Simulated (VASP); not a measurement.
# TaC5 (C222) in VASP: further runs

Runs on TaC5. Level: PBE. Tasks: relaxation of cell and atoms, single point.

Program: VASP 6.6.1. These are calculated values, not measurements. Logs are shortened: lines on timing, memory, paths and dates and some standing lists are left out, and cuts for length are marked.

**1. The cell of the first run**

The structure is orthorhombic, space group C222 (No. 21). Conventional cell: a = 4.565 Å, b = 8.311 Å, c = 3.279 Å, α = 90.00°, β = 90.00°, γ = 90.00°. Ta (site symmetry 222) has 12 C at 2.28 to 2.77 Å within 3.0 Å. C (site symmetry 2) has 3 C at 1.38 to 1.42 Å within 1.8 Å. Within 1.9 Å of C (site symmetry 2) lie 2 C at 1.42 Å. Within 1.8 Å of C (site symmetry 222) lie 2 C at 1.38 Å.

The cell was generated, and may not be a known phase.

**2. Relaxation of cell and atoms, PBE**

The input, INCAR:

```
PREC     = Accurate       # precision mode
ENCUT    = 600            # plane-wave cutoff, eV
EDIFF    = 1E-6           # SCF threshold, eV
ISMEAR   = 0              # smearing method
SIGMA    = 0.1            # smearing width, eV
LREAL    = False          # projectors in reciprocal space
LASPH    = True           # aspherical terms in the spheres
NELM     = 60             # most SCF steps
ALGO     = Normal         # electronic algorithm
ISIF     = 3              # what is computed and relaxed
LWAVE    = False          # write WAVECAR
LCHARG   = False          # write CHGCAR
GGA      = PE             # functional
IBRION   = 2              # ionic algorithm
NSW      = 90             # ionic steps
EDIFFG   = -0.04          # ionic threshold
```

The input, KPOINTS:

```
Automatic mesh
0
Gamma
  4 4 6
```

The input, POSCAR:

```
TaC5
1.0
    2.2827092847     -4.1554983357      0.0000000000
    2.2827092847      4.1554983357      0.0000000000
    0.0000000000      0.0000000000      3.2790351984
Ta C
1 5
Direct
    0.5000000000      0.5000000000      0.0000000000
    0.8336876352      0.1663123648      0.0000000000
    0.1663123648      0.8336876352      0.0000000000
    0.0000000000      0.5000000000      0.1423946629
    0.5000000000      0.0000000000      0.8576053371
    0.0000000000      0.0000000000      0.0000000000
```

Potentials or basis: VASP PAW PBE potentials, release 64 (Ta_pv, C).

Started as:

```sh
> cat potpaw_PBE.64/Ta_pv/POTCAR potpaw_PBE.64/C/POTCAR > POTCAR
> mpirun -np 1 vasp_std > vasp.out
```

OUTCAR:

```text
PREC = Accurate
   ENCUT = 600
   EDIFF = 1E-6
   ISMEAR = 0
   LREAL = False
   LASPH = True
   NELM = 60
   ISIF = 3
   GGA = PE
   IBRION = 2
   NSW = 90
   EDIFFG = -0.04

 ion  position               nearest neighbor table
   1  0.500  0.500  0.000-   6 2.28   6 2.28   4 2.42   5 2.42   4 2.42   5 2.42   2 2.67   2 2.67
                             3 2.67   3 2.67   2 2.77   3 2.77
   2  0.834  0.166  0.000-   6 1.38   5 1.42   4 1.42   1 2.67   1 2.67   1 2.77
   3  0.166  0.834  0.000-   6 1.38   5 1.42   4 1.42   1 2.67   1 2.67   1 2.77
   4  0.000  0.500  0.142-   2 1.42   3 1.42   1 2.42   1 2.42
   5  0.500  0.000  0.858-   2 1.42   3 1.42   1 2.42   1 2.42
   6  0.000  0.000  0.000-   2 1.38   3 1.38   1 2.28   1 2.28

  LATTYP: Found a base centered orthorhombic cell.
 ALAT       =     4.5654185694
 B/A-ratio  =     1.8204238111
 C/A-ratio  =     0.7182332022

  Lattice vectors:

 A1 = (   2.2827092847,  -4.1554983357,   0.0000000000)
 A2 = (   2.2827092847,   4.1554983357,   0.0000000000)
 A3 = (   0.0000000000,   0.0000000000,   3.2790351984)

Analysis of symmetry for initial positions (statically):
=====================================================================
 Subroutine PRICEL returns:
 Original cell was already a primitive cell.

 Routine SETGRP: Setting up the symmetry group for a
 base centered orthorhombic supercell.

 Subroutine GETGRP returns: Found  4 space group operations
 (whereof  4 operations were pure point group operations)
 out of a pool of  8 trial point group operations.

The static configuration has the point symmetry D_2 .

Analysis of symmetry for dynamics (positions and initial velocities):
=====================================================================
 Subroutine PRICEL returns:
 Original cell was already a primitive cell.

 Routine SETGRP: Setting up the symmetry group for a
 base centered orthorhombic supercell.

 Subroutine GETGRP returns: Found  4 space group operations
 (whereof  4 operations were pure point group operations)
 out of a pool of  8 trial point group operations.

The dynamic configuration has the point symmetry D_2 .

 Subroutine INISYM returns: Found  4 space group operations
 (whereof  4 operations are pure point group operations),
 and found     1 'primitive' translations

----------------------------------------------------------------------------------------

                                     Primitive cell

  volume of cell :      62.2085

  direct lattice vectors                    reciprocal lattice vectors
     2.282709285 -4.155498336  0.000000000     0.219037967 -0.120322512  0.000000000
     2.282709285  4.155498336  0.000000000     0.219037967  0.120322512  0.000000000
     0.000000000  0.000000000  3.279035198     0.000000000  0.000000000  0.304967754

  length of vectors
     4.741194796  4.741194796  3.279035198     0.249910259  0.249910259  0.304967754

  position of ions in fractional coordinates (direct lattice)
     0.500000000  0.500000000  0.000000000
     0.833687635  0.166312365  0.000000000
     0.166312365  0.833687635  0.000000000
     0.000000000  0.500000000  0.142394663
     0.500000000  0.000000000  0.857605337
     0.000000000  0.000000000  0.000000000

  ion indices of the primitive-cell ions
   primitive index   ion index
                 1           1
                 2           2
                 3           3
                 4           4
                 5           5
                 6           6

----------------------------------------------------------------------------------------

 KPOINTS: Automatic mesh

Automatic generation of k-mesh.
 Grid dimensions read from file:
 generate k-points for:    4    4    6

 Generating k-lattice:

  Cartesian coordinates                     Fractional coordinates (reciprocal lattice)
     0.054759492 -0.030080628  0.000000000     0.250000000  0.000000000  0.000000000
     0.054759492  0.030080628  0.000000000     0.000000000  0.250000000  0.000000000
     0.000000000  0.000000000  0.050827959     0.000000000  0.000000000  0.166666667

  Length of vectors
     0.062477565  0.062477565  0.050827959

  Shift w.r.t. Gamma in fractional coordinates (k-lattice)
     0.000000000  0.000000000  0.000000000

 Subroutine IBZKPT returns following result:
 ===========================================

 Found     28 irreducible k-points:

 Following reciprocal coordinates:
            Coordinates               Weight
  0.000000  0.000000  0.000000      1.000000
  0.250000  0.000000  0.000000      4.000000
  0.500000  0.000000  0.000000      2.000000
  0.250000  0.250000  0.000000      2.000000
  0.500000  0.250000  0.000000      4.000000
 -0.250000  0.250000  0.000000      2.000000
[... 16 lines left out ...]
  0.250000  0.000000  0.500000      4.000000
  0.500000  0.000000  0.500000      2.000000
 [... further k-points ...]
   k-points           NKPTS =     28   k-points in BZ     NKDIM =     28   number of bands    NBANDS=     19
   number of dos      NEDOS =    301   number of ions     NIONS =      6
   total plane-waves  NPLWV =  44800
   dimension x,y,z NGX =    40 NGY =   40 NGZ =   28
   dimension x,y,z NGXF=    80 NGYF=   80 NGZF=   56
   ions per type =               1   5
   NGX,Y,Z   is equivalent  to a cutoff of  14.03, 14.03, 14.20 a.u.
   NGXF,Y,Z  is equivalent  to a cutoff of  28.05, 28.05, 28.39 a.u.
 SYSTEM =  unknown system
   PREC   = accura    normal or accurate (medium, high low for compatibility)
   ISTART =      0    job   : 0-new  1-cont  2-samecut
   ICHARG =      2    charge: 1-file 2-atom 10-const
   ISPIN  =      1    spin polarized calculation?
   LNONCOLLINEAR =      F non collinear calculations
   LSORBIT =      F    spin-orbit coupling
   LASPH  =      T    aspherical Exc in radial PAW
   ENCUT  =  600.0 eV  44.10 Ry    6.64 a.u.   9.47  9.47  6.55*2*pi/ulx,y,z
   NELM   =     60;   NELMIN=  2; NELMDL= -5     # of ELM steps
   EDIFF  = 0.1E-05   stopping-criterion for ELM
   LREAL  =      F    real-space projection
   EDIFFG = -.4E-01   stopping-criterion for IOM
   NSW    =     90    number of steps for IOM
   IBRION =      2    ionic relax: 0-MD 1-quasi-New 2-CG
   NFREE  =      1    steps in history (QN), initial steepest desc. (CG)
   ISIF   =      3    stress and relaxation
   ISYM   =      2    0-nonsym 1-usesym 2-fastsym
   POTIM  = 0.5000    time-step for ionic-motion
   TEBEG  =    0.0;   TEEND  =   0.0 temperature during run
   PSTRESS=    0.0 pullay stress
   NELECT =      31.0000    total number of electrons
   NUPDOWN=      -1.0000    fix difference up-down
   EMIN   =  10.00;   EMAX   =-10.00  energy-range for DOS
   EFERMI =   0.00;   METHOD = LEGACY
   ISMEAR =     0;   SIGMA  =   0.10  broadening in eV -4-tet -1-fermi 0-gaus
   EFERMI_NEDOS =   21; number of points for ismear=-14 and -15
   IALGO  =     38    algorithm
   IMIX   =      4    mixing-type and parameters
     AMIX     =   0.40;   BMIX     =  1.00
     AMIX_MAG =   1.60;   BMIX_MAG =  1.00
  volume/ion in A,a.u.               =      10.37        69.97
  Fermi-wavevector in a.u.,A,eV,Ry     =   1.297913  2.452699 22.920065  1.684577
  Thomas-Fermi vector in A             =   2.429275
   LORBIT       =      0    0 simple, 1 ext, 2 COOP (PROOUT), +10 PAW based schemes
   GGA     = PE    functional components
   LHFCALC =     F    Hartree Fock is set to
   AEXX    =    0.0000 exact exchange contribution
   IVDW    =     0    specifies the selected vdW correction
   LEPSILON=     F    determine dielectric tensor
   LRPA    =     F    only Hartree local field effects (RPA)
 conjugate gradient relaxation of ions
 non-spin polarized calculation
 Gauss-broadening in eV      SIGMA  =   0.10
  energy-cutoff  :      600.00
  volume of cell :       62.21
 maximum number of plane-waves:      2091
 NGX is ok and might be reduce to    40
   NGX = 19   NGY = 19   NGZ = 13

--------------------------------------- Ionic step        1  -------------------------------------------

 number of electron      31.0000000 magnetization

 Free energy of the ion-electron system (eV)
  ---------------------------------------------------
  ext. energy  EPLUGINS =         0.00000000
  ---------------------------------------------------
  free energy    TOTEN  =       -50.08839551 eV

  energy without entropy =      -50.07447206  energy(sigma->0) =      -50.08143379

------------------------ aborting loop because EDIFF is reached ----------------------------------------

  FORCE on cell =-STRESS in cart. coord.  units (eV):
  Direction    XX          YY          ZZ          XY          YZ          ZX
  --------------------------------------------------------------------------------------
  -------------------------------------------------------------------------------------
  Total       -0.1705820      0.2952750     -0.6701979      0.0000000      0.0000000      0.0000000
  in kB       -4.3933327      7.6047940    -17.2609168      0.0000000      0.0000000      0.0000000
  external PRESSURE =      -4.6831518 kB  Pullay stress =       0.0000000 kB
[... 225 lines left out ...]
  energy  without entropy=      -50.0844445654  energy(sigma->0) =      -50.09035566

--------------------------------------- Ionic step        7  -------------------------------------------

 number of electron      31.0000001 magnetization

 Free energy of the ion-electron system (eV)
  ---------------------------------------------------
  ext. energy  EPLUGINS =         0.00000000
  ---------------------------------------------------
  free energy    TOTEN  =       -50.09648441 eV

  energy without entropy =      -50.08453858  energy(sigma->0) =      -50.09051150

 E-fermi :   5.5053     XC(G=0): -11.3525

 val. band max:        5.4788583102   @ k =   0.0000   0.0000   0.1667
 cond. band min:       5.5099254313   @ k =   0.2500   0.0000   0.3333
 fundamental gap:      0.0310671211
 Fermi energy:         5.5052557047

 k-point     1 :       0.0000    0.0000    0.0000
  band No.  band energies     occupation
      1     -30.0846      2.00000
      2     -30.0585      2.00000
      3     -29.8734      2.00000
      4     -13.1967      2.00000
      5      -9.2849      2.00000
      6      -7.6085      2.00000
[... 11 lines left out ...]
     18       7.1007      0.00000
     19       7.3114      0.00000
[... 489 lines left out ...]
      3     -30.0387      2.00000
      4     -11.5513      2.00000
      5     -10.9138      2.00000
      6      -7.0479      2.00000
[... 11 lines left out ...]
     18       7.1683      0.00000
     19       7.5285      0.00000

 [... further k-points ...]

------------------------ aborting loop because EDIFF is reached ----------------------------------------

  FORCE on cell =-STRESS in cart. coord.  units (eV):
  Direction    XX          YY          ZZ          XY          YZ          ZX
  --------------------------------------------------------------------------------------
  -------------------------------------------------------------------------------------
  Total        0.1811608     -0.1574982     -0.0665643      0.0000000      0.0000000      0.0000000
  in kB        4.7547021     -4.1336582     -1.7470307      0.0000000      0.0000000      0.0000000
  external PRESSURE =      -0.3753289 kB  Pullay stress =       0.0000000 kB
[... 21 lines left out ...]
  FREE ENERGIE OF THE ION-ELECTRON SYSTEM (eV)
  ---------------------------------------------------
  free  energy   TOTEN  =       -50.0964844150 eV

  energy  without entropy=      -50.0845385780  energy(sigma->0) =      -50.09051150

 reached required accuracy - stopping structural energy minimisation
```

Wall time 77 s (1 thread of Intel Xeon 6975P-C (Granite Rapids), shared host); peak memory 0.23 GiB.

Results:

| Quantity | Value |
| --- | --- |
| Free energy | -50.0965 eV |
| Relaxed volume | 10.17 Å³/atom |
| Relaxed cell | a = 4.752 Å, b = 4.752 Å, c = 3.216 Å, α = 90.00°, β = 90.00°, γ = 122.79° |
| Space group after relaxing (to 0.1 Å) | C222 (No. 21) |
| Energy gained by relaxing | 1.3 meV/atom |
| Ionic steps | 7 |
| Pressure after relaxing | 0.0 GPa |
| Largest force after relaxing | 0.028 eV/Å |
| Band gap on the k mesh | zero (an odd number of electrons rules out a gap without spin polarisation) |

Forces on the atoms (eV/Å):
```
Ta   0.000  0.000  0.000
C    0.000  0.028  0.000
C    0.000 -0.028  0.000
C    0.000  0.000 -0.004
C    0.000  0.000  0.004
C    0.000  0.000  0.000
```

The path:
| step | energy change (eV) | largest force (eV/Å) | pressure (GPa) | volume (Å³) |
| --- | --- | --- | --- | --- |
| 1 | 0.0000 | 0.0547 | -0.47 | 62.21 |
| 2 | -0.0036 | 0.1286 | -0.65 | 61.94 |
| 3 | -0.0044 | 0.2511 | -0.77 | 61.72 |
| 4 | -0.0060 | 0.1781 | -0.58 | 61.54 |
| 5 | -0.0079 | 0.0433 | 0.03 | 61.00 |
| 6 | -0.0079 | 0.0228 | -0.02 | 61.05 |
| 7 | -0.0081 | 0.0277 | -0.04 | 61.05 |

Final structure:
```yaml
crystal:
  lattice:
    - [2.27517, -4.17184, 0.00000]
    - [2.27517, 4.17184, 0.00000]
    - [0.00000, 0.00000, 3.21573]
  atoms:
    - { symbol: Ta, position: [0.50000, 0.50000, 0.00000] }
    - { symbol: C, position: [0.83400, 0.16600, 0.00000] }
    - { symbol: C, position: [0.16600, 0.83400, 0.00000] }
    - { symbol: C, position: [0.00000, 0.50000, 0.14529] }
    - { symbol: C, position: [0.50000, 0.00000, 0.85471] }
    - { symbol: C, position: [0.00000, 0.00000, 0.00000] }
```

Caveat: the k points lie up to 0.39 Å⁻¹ apart in the final cell, too coarse for converged energies and pressures of a metal; spin-orbit coupling is left out, which moves the levels of the heavy elements.

**3. Single point, PBE**

This run uses another cell than the first one, of 10.25 Å³/atom.

The input, INCAR:

```
SYSTEM = TaC5
PREC     = Accurate       ! precision mode
ENCUT    = 520            ! plane-wave cutoff, eV
EDIFF    = 1E-6           ! SCF threshold, eV
ISMEAR   = 0              ! smearing method
SIGMA    = 0.1            ! smearing width, eV
LREAL    = .FALSE.        ! projectors in reciprocal space
LASPH    = .TRUE.         ! aspherical terms in the spheres
NELM     = 80             ! most SCF steps
ALGO     = Normal         ! electronic algorithm
ISIF     = 2              ! what is computed and relaxed
LWAVE    = .FALSE.        ! write WAVECAR
LCHARG   = .FALSE.        ! write CHGCAR
GGA      = PE             ! functional
NBANDS   = 24             ! bands
```

The input, KPOINTS:

```
Automatic mesh
0
G
  10 10 12
  0 0 0
```

The input, POSCAR:

```
TaC5
1.0
    2.2857472042     -4.1232185198      0.0000000000
    2.2857472042      4.1232185198      0.0000000000
    0.0000000000      0.0000000000      3.2615700715
Ta C
1 5
Direct
    0.5000000000      0.5000000000      0.0000000000
    0.8326209352      0.1673790648      0.0000000000
    0.1673790648      0.8326209352      0.0000000000
    0.0000000000      0.5000000000      0.1504519162
    0.5000000000      0.0000000000      0.8495480838
    0.0000000000      0.0000000000      0.0000000000
```

Potentials or basis: VASP PAW PBE potentials, release 64 (Ta_pv, C).

Started as:

```sh
> cat potpaw_PBE.64/Ta_pv/POTCAR potpaw_PBE.64/C/POTCAR > POTCAR
> mpirun -np 1 vasp_std > vasp.out
```

It took 93 s on 1 thread of Intel Xeon 6975P-C (Granite Rapids), shared host; peak memory 0.39 GiB.

Results (log left out):

| Item | Value |
| --- | --- |
| Free energy | -50.1141 eV |
| Pressure | 0.4 GPa |
| Largest force | 0.017 eV/Å |
| Band gap on the k mesh | zero (an odd number of electrons rules out a gap without spin polarisation) |

Forces in eV/Å, atoms in the order of the input:
```
Ta   0.000  0.000  0.000
C    0.000 -0.008  0.000
C    0.000  0.008  0.000
C    0.000  0.000  0.017
C    0.000  0.000 -0.017
C    0.000  0.000  0.000
```

Stress tensor (GPa, compression positive):
```
 0.59  0.00  0.00
 0.00  0.60  0.00
 0.00  0.00 -0.04
```

Levels at points of the mesh, in eV from the Fermi level:
| k point | band 12 | band 13 | band 14 | band 15 | band 16 | band 17 | band 18 | band 19 |
| --- | --- | --- | --- | --- | --- | --- | --- | --- |
| (0.00, 0.00, 0.00) | -2.96 | -1.32 | -0.05 | -0.04 | 0.40 | 1.54 | 1.55 | 1.79 |
| (0.50, 0.00, 0.00) | -3.25 | -2.23 | -2.12 | -1.66 | -0.40 | 1.28 | 2.07 | 2.18 |
| (0.50, 0.50, 0.00) | -3.89 | -2.32 | -1.53 | -1.46 | -1.26 | 1.41 | 2.03 | 2.14 |
| (0.00, 0.00, 0.50) | -2.06 | -1.91 | -1.69 | -1.57 | 0.56 | 1.68 | 1.72 | 1.98 |
| (0.50, 0.00, 0.50) | -3.79 | -2.95 | -2.35 | -0.15 | 0.54 | 0.98 | 1.70 | 2.02 |
| (0.50, 0.50, 0.50) | -3.73 | -2.98 | -2.38 | -1.22 | 0.57 | 1.06 | 2.20 | 2.20 |

Caveat: spin-orbit coupling is left out, which moves the levels of the heavy elements.

The gap in the log of VASP goes by the Fermi energy; the results here count the filled bands.